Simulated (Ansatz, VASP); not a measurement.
**Two plane-wave programs on CdS**

```xyz
4
Lattice="4.1970 0.0000 0.0000 -2.0985 3.6347 0.0000 0.0000 0.0000 6.8279" Properties=species:S:1:pos:R:3 pbc="T T T"
Cd    0.0000    2.4231   -0.0055
Cd    2.0985    1.2116    3.4085
S     0.0000    2.4231    2.5659
S     2.0985    1.2116    5.9799
```

Alike in both runs: task single point; functional PBE; k mesh 6 × 6 × 4; no spin polarisation.

|  | VASP | Ansatz |
| --- | --- | --- |
| version | VASP 6.6.1 | Ansatz 0.2.0 |
| potentials or method | VASP PAW PBE potentials, release 64 (Cd, S) | plane waves, PAW |
| plane-wave cutoff (eV) | 520 | 420 |
| occupations | gaussian, width 0.01 eV | fixed |
| valence electrons in the cell | 36 | 52 |

Ansatz gave:

```
gap on the k mesh at the Fermi level (eV) : 1.11
pressure (GPa)                            : 0.0
```

Problem. Estimate VASP's values.

Solution. gap on the k mesh at the Fermi level (eV): 1.11; pressure (GPa): 0.3.

VASP's potentials hold 36 valence electrons a cell and Ansatz's 52, so a difference there can come from the potentials and not from the codes.
